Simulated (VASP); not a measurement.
# HfC (zincblende type) (F-43m) in VASP: notebook

The runs below take HfC (zincblende type) through relaxation of cell and atoms, with PBE.

Everything below comes from runs of VASP 6.6.1. Logs are shortened: lines on timing, memory, paths and dates and some standing lists are left out, and cuts for length are marked.

### Step 1. The cell of the first run

Symmetry: F-43m, No. 216, cubic system. Conventional cell: a = 4.255 Å, b = 4.255 Å, c = 4.255 Å, α = 90.00°, β = 90.00°, γ = 90.00°. Hf (site symmetry -43m) has 4 C at 1.84 Å within 2.4 Å. C (site symmetry -43m) has 4 Hf at 1.84 Å within 2.4 Å.

### Step 2. Relaxation of cell and atoms, PBE, target pressure 170 GPa, at which the enthalpy is minimised

INCAR reads:

```
SYSTEM = HfC
ALGO     = Normal         ! electronic algorithm
EDIFF    = 1E-6           ! SCF threshold, eV
EDIFFG   = -0.005         ! ionic threshold
ENCUT    = 600            ! plane-wave cutoff, eV
GGA      = PE             ! functional
IBRION   = 2              ! ionic algorithm
ISIF     = 3              ! what is computed and relaxed
ISMEAR   = -1             ! smearing method
LASPH    = .TRUE.         ! aspherical terms in the spheres
LCHARG   = .FALSE.        ! write CHGCAR
LREAL    = .FALSE.        ! projectors in reciprocal space
LWAVE    = .FALSE.        ! write WAVECAR
NELM     = 80             ! most SCF steps
NSW      = 60             ! ionic steps
PREC     = Accurate       ! precision mode
PSTRESS  = 1700.0       
SIGMA    = 0.1            ! smearing width, eV
```

KPOINTS reads:

```
k-points
0
G
  15 15 15
  0 0 0
```

POSCAR reads:

```
HfC
1.0
    0.0000000000      2.1273021755      2.1273021755
    2.1273021755      0.0000000000      2.1273021755
    2.1273021755      2.1273021755      0.0000000000
Hf C
1 1
Direct
    0.0000000000      0.0000000000      0.0000000000
    0.2500000000      0.2500000000      0.2500000000
```

Potentials or basis: VASP PAW PBE potentials, release 64 (Hf_pv, C).

On the command line:

```sh
> cat potpaw_PBE.64/Hf_pv/POTCAR potpaw_PBE.64/C/POTCAR > POTCAR
> mpirun -np 1 vasp_std > vasp.out
```

OUTCAR:

```text
SYSTEM = HfC
   EDIFF = 1E-6
   EDIFFG = -0.005
   ENCUT = 600
   GGA = PE
   IBRION = 2
   ISIF = 3
   ISMEAR = -1
   LASPH = .TRUE.
   LREAL = .FALSE.
   NELM = 80
   NSW = 60
   PREC = Accurate
   PSTRESS = 1700.0

 ion  position               nearest neighbor table
   1  0.000  0.000  0.000-   2 1.84   2 1.84   2 1.84   2 1.84
   2  0.250  0.250  0.250-   1 1.84   1 1.84   1 1.84   1 1.84

  LATTYP: Found a face centered cubic cell.
 ALAT       =     4.2546043510

  Lattice vectors:

 A1 = (   0.0000000000,   2.1273021755,   2.1273021755)
 A2 = (   2.1273021755,   0.0000000000,   2.1273021755)
 A3 = (   2.1273021755,   2.1273021755,   0.0000000000)

Analysis of symmetry for initial positions (statically):
=====================================================================
 Subroutine PRICEL returns:
 Original cell was already a primitive cell.

 Routine SETGRP: Setting up the symmetry group for a
 face centered cubic supercell.

 Subroutine GETGRP returns: Found 24 space group operations
 (whereof 24 operations were pure point group operations)
 out of a pool of 48 trial point group operations.

The static configuration has the point symmetry T_d .

Analysis of symmetry for dynamics (positions and initial velocities):
=====================================================================
 Subroutine PRICEL returns:
 Original cell was already a primitive cell.

 Routine SETGRP: Setting up the symmetry group for a
 face centered cubic supercell.

 Subroutine GETGRP returns: Found 24 space group operations
 (whereof 24 operations were pure point group operations)
 out of a pool of 48 trial point group operations.

The dynamic configuration has the point symmetry T_d .

 Subroutine INISYM returns: Found 24 space group operations
 (whereof 24 operations are pure point group operations),
 and found     1 'primitive' translations

----------------------------------------------------------------------------------------

                                     Primitive cell

  volume of cell :      19.2538

  direct lattice vectors                    reciprocal lattice vectors
     0.000000000  2.127302176  2.127302176    -0.235039481  0.235039481  0.235039481
     2.127302176  0.000000000  2.127302176     0.235039481 -0.235039481  0.235039481
     2.127302176  2.127302176  0.000000000     0.235039481  0.235039481 -0.235039481

  length of vectors
     3.008459588  3.008459588  3.008459588     0.407100323  0.407100323  0.407100323

  position of ions in fractional coordinates (direct lattice)
     0.000000000  0.000000000  0.000000000
     0.250000000  0.250000000  0.250000000

  ion indices of the primitive-cell ions
   primitive index   ion index
                 1           1
                 2           2

----------------------------------------------------------------------------------------

 KPOINTS: k-points

Automatic generation of k-mesh.
 Grid dimensions read from file:
 generate k-points for:   15   15   15

 Generating k-lattice:

  Cartesian coordinates                     Fractional coordinates (reciprocal lattice)
    -0.015669299  0.015669299  0.015669299     0.066666667  0.000000000  0.000000000
     0.015669299 -0.015669299  0.015669299     0.000000000  0.066666667  0.000000000
     0.015669299  0.015669299 -0.015669299     0.000000000  0.000000000  0.066666667

  Length of vectors
     0.027140022  0.027140022  0.027140022

  Shift w.r.t. Gamma in fractional coordinates (k-lattice)
     0.000000000  0.000000000  0.000000000

 Subroutine IBZKPT returns following result:
 ===========================================

 Found    120 irreducible k-points:

 Following reciprocal coordinates:
            Coordinates               Weight
  0.000000  0.000000  0.000000      1.000000
  0.066667  0.000000  0.000000      8.000000
  0.133333  0.000000  0.000000      8.000000
  0.200000  0.000000  0.000000      8.000000
  0.266667  0.000000  0.000000      8.000000
  0.333333  0.000000  0.000000      8.000000
[... 16 lines left out ...]
  0.133333  0.133333  0.000000      6.000000
  0.200000  0.133333  0.000000     24.000000
 [... further k-points ...]
   k-points           NKPTS =    120   k-points in BZ     NKDIM =    120   number of bands    NBANDS=     11
   number of dos      NEDOS =    301   number of ions     NIONS =      2
   total plane-waves  NPLWV =  13824
   dimension x,y,z NGX =    24 NGY =   24 NGZ =   24
   dimension x,y,z NGXF=    48 NGYF=   48 NGZF=   48
   ions per type =               1   1
   NGX,Y,Z   is equivalent  to a cutoff of  13.26, 13.26, 13.26 a.u.
   NGXF,Y,Z  is equivalent  to a cutoff of  26.52, 26.52, 26.52 a.u.
 SYSTEM =  HfC
   PREC   = accura    normal or accurate (medium, high low for compatibility)
   ISTART =      0    job   : 0-new  1-cont  2-samecut
   ICHARG =      2    charge: 1-file 2-atom 10-const
   ISPIN  =      1    spin polarized calculation?
   LNONCOLLINEAR =      F non collinear calculations
   LSORBIT =      F    spin-orbit coupling
   LASPH  =      T    aspherical Exc in radial PAW
   ENCUT  =  600.0 eV  44.10 Ry    6.64 a.u.   6.01  6.01  6.01*2*pi/ulx,y,z
   NELM   =     80;   NELMIN=  2; NELMDL= -5     # of ELM steps
   EDIFF  = 0.1E-05   stopping-criterion for ELM
   LREAL  =      F    real-space projection
   EDIFFG = -.5E-02   stopping-criterion for IOM
   NSW    =     60    number of steps for IOM
   IBRION =      2    ionic relax: 0-MD 1-quasi-New 2-CG
   NFREE  =      1    steps in history (QN), initial steepest desc. (CG)
   ISIF   =      3    stress and relaxation
   ISYM   =      2    0-nonsym 1-usesym 2-fastsym
   POTIM  = 0.5000    time-step for ionic-motion
   TEBEG  =    0.0;   TEEND  =   0.0 temperature during run
   PSTRESS= 1700.0 pullay stress
   NELECT =      14.0000    total number of electrons
   NUPDOWN=      -1.0000    fix difference up-down
   EMIN   =  10.00;   EMAX   =-10.00  energy-range for DOS
   EFERMI =   0.00;   METHOD = LEGACY
   ISMEAR =    -1;   SIGMA  =   0.10  broadening in eV -4-tet -1-fermi 0-gaus
   EFERMI_NEDOS =   21; number of points for ismear=-14 and -15
   IALGO  =     38    algorithm
   IMIX   =      4    mixing-type and parameters
     AMIX     =   0.40;   BMIX     =  1.00
     AMIX_MAG =   1.60;   BMIX_MAG =  1.00
  volume/ion in A,a.u.               =       9.63        64.97
  Fermi-wavevector in a.u.,A,eV,Ry     =   1.472126  2.781915 29.485935  2.167155
  Thomas-Fermi vector in A             =   2.587178
   LORBIT       =      0    0 simple, 1 ext, 2 COOP (PROOUT), +10 PAW based schemes
   GGA     = PE    functional components
   LHFCALC =     F    Hartree Fock is set to
   AEXX    =    0.0000 exact exchange contribution
   IVDW    =     0    specifies the selected vdW correction
   LEPSILON=     F    determine dielectric tensor
   LRPA    =     F    only Hartree local field effects (RPA)
 conjugate gradient relaxation of ions
 non-spin polarized calculation
  energy-cutoff  :      600.00
  volume of cell :       19.25
 maximum number of plane-waves:       656
   NGX = 13   NGY = 13   NGZ = 13

--------------------------------------- Ionic step        1  -------------------------------------------

 number of electron      13.9999999 magnetization

 Free energy of the ion-electron system (eV)
  ---------------------------------------------------
  ext. energy  EPLUGINS =         0.00000000
  ---------------------------------------------------
  free energy    TOTEN  =       -14.38775995 eV

  energy without entropy =      -14.38041519  energy(sigma->0) =      -14.38408757

------------------------ aborting loop because EDIFF is reached ----------------------------------------

  FORCE on cell =-STRESS in cart. coord.  units (eV):
  Direction    XX          YY          ZZ          XY          YZ          ZX
  --------------------------------------------------------------------------------------
  -------------------------------------------------------------------------------------
  Total       23.8953218     23.8953218     23.8953218     -0.0000000     -0.0000000      0.0000000
  in kB     1988.4099061   1988.4099061   1988.4099061     -0.0000000     -0.0000000      0.0000000
  external PRESSURE =     288.4099061 kB  Pullay stress =    1700.0000000 kB
[... 99 lines left out ...]
  enthalpy is  TOTEN    =         5.9714904479 eV   P V=       21.3803418677

--------------------------------------- Ionic step        4  -------------------------------------------

 number of electron      14.0000000 magnetization

 Free energy of the ion-electron system (eV)
  ---------------------------------------------------
  ext. energy  EPLUGINS =         0.00000000
  ---------------------------------------------------
  free energy    TOTEN  =       -15.32004783 eV

  energy without entropy =      -15.31229983  energy(sigma->0) =      -15.31617383

 E-fermi :   7.7813     XC(G=0): -13.1291

 val. band max:        7.7479804462   @ k =  -0.4667   0.4667   0.0000
 cond. band min:       7.7924657591   @ k =   0.3333   0.3333   0.0000
 fundamental gap:      0.0444853129
 Fermi energy:         7.7812883772

 k-point     1 :       0.0000    0.0000    0.0000
  band No.  band energies     occupation
      1     -20.6838      2.00000
      2     -20.6838      2.00000
      3     -20.6838      2.00000
      4      -5.1998      2.00000
      5       3.1650      2.00000
      6       3.1650      2.00000
      7       3.1650      2.00000
      8      12.1782      0.00000
      9      12.1782      0.00000
     10      12.7251      0.00000
     11      19.4300      0.00000
[... 309 lines left out ...]
 k-point    24 :       0.2000    0.1333    0.0000
  band No.  band energies     occupation
      1     -21.2324      2.00000
      2     -20.8519      2.00000
      3     -20.8381      2.00000
      4      -3.9027      2.00000
      5       2.2687      2.00000
      6       3.9945      2.00000
      7       4.0209      2.00000
      8       9.8817      0.00000
      9      12.7085      0.00000
     10      14.6543      0.00000
     11      19.7690      0.00000

 [... further k-points ...]

------------------------ aborting loop because EDIFF is reached ----------------------------------------

  FORCE on cell =-STRESS in cart. coord.  units (eV):
  Direction    XX          YY          ZZ          XY          YZ          ZX
  --------------------------------------------------------------------------------------
  -------------------------------------------------------------------------------------
  Total       21.2816810     21.2816810     21.2816810      0.0000000     -0.0000000      0.0000000
  in kB     1699.2743190   1699.2743190   1699.2743190      0.0000000     -0.0000000      0.0000000
  external PRESSURE =      -0.7256810 kB  Pullay stress =    1700.0000000 kB
[... 17 lines left out ...]
  FREE ENERGIE OF THE ION-ELECTRON SYSTEM (eV)
  ---------------------------------------------------
  free  energy   TOTEN  =       -15.3200478273 eV

  energy  without entropy=      -15.3122998291  energy(sigma->0) =      -15.31617383

  enthalpy is  TOTEN    =         5.9707216064 eV   P V=       21.2907694337

 reached required accuracy - stopping structural energy minimisation
```

Run time: 2.2 min. Hardware: 1 thread of Intel Xeon 8259CL, shared host; peak memory 0.18 GiB.

What came out:

* Free energy: -15.3200 eV
* Relaxed volume: 10.03 Å³/atom
* Relaxed cell: a = 3.050 Å, b = 3.050 Å, c = 3.050 Å, α = 60.00°, β = 60.00°, γ = 60.00°
* Space group after relaxing (to 0.1 Å): F-43m (No. 216)
* Energy change on relaxing (the run minimises the enthalpy): -466.1 meV/atom
* Ionic steps: 4
* Pressure after relaxing: 169.9 GPa
* Band gap on the k mesh: zero (bands 7 and 8 overlap by 0.13 eV)

Step by step:
```csv
step,energy change (eV),largest force (eV/Å),pressure (GPa),volume (Å³)
1,0.0000,0.0000,198.84,19.25
2,-4.0562,0.0000,68.65,24.50
3,-1.0211,0.0000,167.18,20.15
4,-0.9323,0.0000,169.93,20.07
```

Final structure:
```xyz
2
Lattice="0.0000 2.1568 2.1568 2.1568 0.0000 2.1568 2.1568 2.1568 0.0000" Properties=species:S:1:pos:R:3 pbc="T T T"
Hf    0.0000    0.0000    0.0000
C     1.0784    1.0784    1.0784
```

Caveat: the cell is relaxed towards a set pressure, so the run minimises the enthalpy, not the energy; spin-orbit coupling is left out, which moves the levels of the heavy elements.

### Step 3. Relaxation of cell and atoms, PBE, target pressure 170 GPa, at which the enthalpy is minimised

This run uses another cell than the first one, of 9.97 Å³/atom.

INCAR reads:

```
ALGO = Normal
EDIFF = 1E-7
EDIFFG = -0.005
ENCUT = 600
GGA = PE
IBRION = 2
ISIF = 3
ISMEAR = -1
LASPH = True
LCHARG = False
LREAL = False
LWAVE = False
NELM = 60
NSW = 32
PREC = Accurate
PSTRESS = 1700.0
SIGMA = 0.1
```

KPOINTS reads:

```
k-points
0
Gamma
  15 15 15
```

POSCAR reads:

```
HfC
1.0
    0.0000000000      2.1524017925      2.1524017925
    2.1524017925      0.0000000000      2.1524017925
    2.1524017925      2.1524017925      0.0000000000
Hf C
1 1
Direct
    0.0000000000      0.0000000000      0.0000000000
    0.2500000000      0.2500000000      0.2500000000
```

Potentials or basis: VASP PAW PBE potentials, release 64 (Hf_pv, C).

On the command line:

```sh
> cat potpaw_PBE.64/Hf_pv/POTCAR potpaw_PBE.64/C/POTCAR > POTCAR
> mpirun -np 1 vasp_std > vasp.out
```

It took 2.1 min on 1 thread of Intel Xeon 8259CL, shared host; peak memory 0.18 GiB.

It converged, with:

- Free energy: -15.3199 eV
- Relaxed volume: 10.03 Å³/atom
- Relaxed cell: a = 3.050 Å, b = 3.050 Å, c = 3.050 Å, α = 60.00°, β = 60.00°, γ = 60.00°
- Space group after relaxing (to 0.1 Å): F-43m (No. 216)
- Energy change on relaxing (the run minimises the enthalpy): -65.0 meV/atom
- Ionic steps: 3
- Pressure after relaxing: 169.9 GPa
- Band gap on the k mesh: zero (bands 7 and 8 overlap by 0.13 eV)

The path:
| step | energy change (eV) | largest force (eV/Å) | pressure (GPa) | volume (Å³) |
| --- | --- | --- | --- | --- |
| 1 | 0.0000 | 0.0000 | 174.00 | 19.94 |
| 2 | -0.7358 | 0.0000 | 151.08 | 20.67 |
| 3 | -0.1300 | 0.0000 | 169.95 | 20.06 |

Final structure:
```
Hf C
1.0
     0.00000    2.15675    2.15675
     2.15675    0.00000    2.15675
     2.15675    2.15675    0.00000
Hf C
1 1
Direct
  0.00000 0.00000 0.00000
  0.25000 0.25000 0.25000
```

Levels at points of the mesh, in eV from the Fermi level:
```tsv
k point	band 3	band 4	band 5	band 6	band 7	band 8	band 9	band 10	band 11
(0.00, 0.00, 0.00)	-28.47	-12.98	-4.62	-4.62	-4.62	4.40	4.40	4.94	11.65
```

Caveat: the cell is relaxed towards a set pressure, so the run minimises the enthalpy, not the energy; spin-orbit coupling is left out, which moves the levels of the heavy elements.

The gap in the log of VASP goes by the Fermi energy; the results here count the filled bands.